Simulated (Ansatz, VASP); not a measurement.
**BaZrO3 in VASP and in Ansatz**

INCAR

```
SYSTEM = BaZrO3
PREC     = Accurate       ! precision mode
ENCUT    = 910            ! plane-wave cutoff, eV
EDIFF    = 1E-6           ! SCF threshold, eV
ISMEAR   = 0              ! smearing method
SIGMA    = 0.1            ! smearing width, eV
LREAL    = .FALSE.        ! projectors in reciprocal space
LASPH    = .TRUE.         ! aspherical terms in the spheres
NELM     = 120            ! most SCF steps
ALGO     = Normal         ! electronic algorithm
ISIF     = 2              ! what is computed and relaxed
LWAVE    = .FALSE.        ! write WAVECAR
LCHARG   = .FALSE.        ! write CHGCAR
GGA      = PE             ! functional
NBANDS   = 28             ! bands
GGA_COMPAT= .FALSE.
```

File KPOINTS:

```
regular mesh
0
G
  4 4 4
  0 0 0
```

The input POSCAR:

```
BaZrO3
1.0
    4.1814999600      0.0000000000      0.0000000000
    0.0000000000      4.1814999600      0.0000000000
    0.0000000000      0.0000000000      4.1814999600
Ba Zr O
1 1 3
Direct
    0.5000000000      0.5000000000      0.5000000000
    0.0000000000      0.0000000000      0.0000000000
    0.5000000000      0.0000000000      0.0000000000
    0.0000000000      0.5000000000      0.0000000000
    0.0000000000      0.0000000000      0.5000000000
```

Input for Ansatz:

```yaml
crystal:
  lattice:
    - [4.18149996, 0.0, 0.0]
    - [0.0, 4.18149996, 0.0]
    - [0.0, 0.0, 4.18149996]
  atoms:
    - { symbol: Ba, position: [0.5, 0.5, 0.5] }
    - { symbol: Zr, position: [0.0, 0.0, 0.0] }
    - { symbol: O, position: [0.5, 0.0, 0.0] }
    - { symbol: O, position: [0.0, 0.5, 0.0] }
    - { symbol: O, position: [0.0, 0.0, 0.5] }
basis:
  ecutwfc: 420
kpoints:
  mp_grid: { grid: [4, 4, 4] }
hamiltonian:
  xc: pbe
scf:
  occupations: { method: gaussian, width: 0.1 }
  lower_state_search: "off"
output:
  forces: true
  stress: true
  eigenvalues: true
```

Alike in both runs: task single point; functional PBE; k mesh 4 × 4 × 4; occupations gaussian, width 0.1 eV; no spin polarisation.

|  | VASP | Ansatz |
| --- | --- | --- |
| version | VASP 6.6.1 | Ansatz 0.2.0 |
| potentials or method | VASP PAW PBE potentials, release 64 (Ba_sv, Zr_sv, O_h), cutoff 910 eV | scalar-relativistic, plane waves, PAW |
| valence electrons in the cell | 40 | 40 |

Ansatz gave:

- gap on the k mesh at the Fermi level (eV): 3.25
- least direct gap on the mesh (eV): 3.44

Problem. Which values does VASP return?

Solution. gap on the k mesh at the Fermi level (eV): 3.20; least direct gap on the mesh (eV): 3.42.

With one functional, cell and mesh, what is left measures potentials, basis and numerics.

Spin-orbit coupling is off throughout. Noted on VASP's run: the cutoff is short for stress, so the pressure is rough.
